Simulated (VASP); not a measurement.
Crystal: VO2.

```xyz
6
Lattice="4.5072 0.0000 0.0000 0.0000 4.5072 0.0000 0.0000 0.0000 3.0444" Properties=species:S:1:pos:R:3 pbc="T T T"
V     2.2536    2.2536    1.5222
V     0.0000    0.0000    0.0000
O     0.9031    3.6041    1.5222
O     3.6041    0.9031    1.5222
O     3.1567    3.1567    0.0000
O     1.3505    1.3505    0.0000
```

Base run:

```yaml
Program: VASP 6.6.1
Functional: revPBE
Potentials_or_basis: VASP PAW PBE potentials, release 64 (V_sv, O)
Cutoff: 600 eV
k_mesh: 6 × 6 × 9
Occupations: fermi-dirac, width 0.05 eV
Spin: collinear spin, ferromagnetic start
Starting_moments: "[2.0, 2.0, 0.0, 0.0, 0.0, 0.0] μB"
```

Its results: band gap on the k mesh zero (filled and empty bands overlap); pressure -4.5 GPa; net moment 2.00 μB per cell; site moments V +1.10; O -0.08 μB; largest force 0.225 eV/Å.

**Question.** The run is repeated on the same cell with these changes: functional from revPBE to PBEsol; dispersion from none to D3(BJ). What comes out?

**Answer.** Band gap on the k mesh zero (filled and empty bands overlap); pressure -19.0 GPa; net moment 2.00 μB per cell; site moments V +1.07; O -0.07 μB; largest force 0.284 eV/Å.

Several settings changed at once.

Caveats: the PAW data sets were made with another functional, which shifts forces and pressure a little; semilocal functionals often make such compounds metallic where correlation or magnetic order opens a gap, which also shifts bond lengths; the stress differs along the axes, from -16 to 1 GPa (at least some runs); the stress differs along the axes, from -32 to -13 GPa (at least some runs).
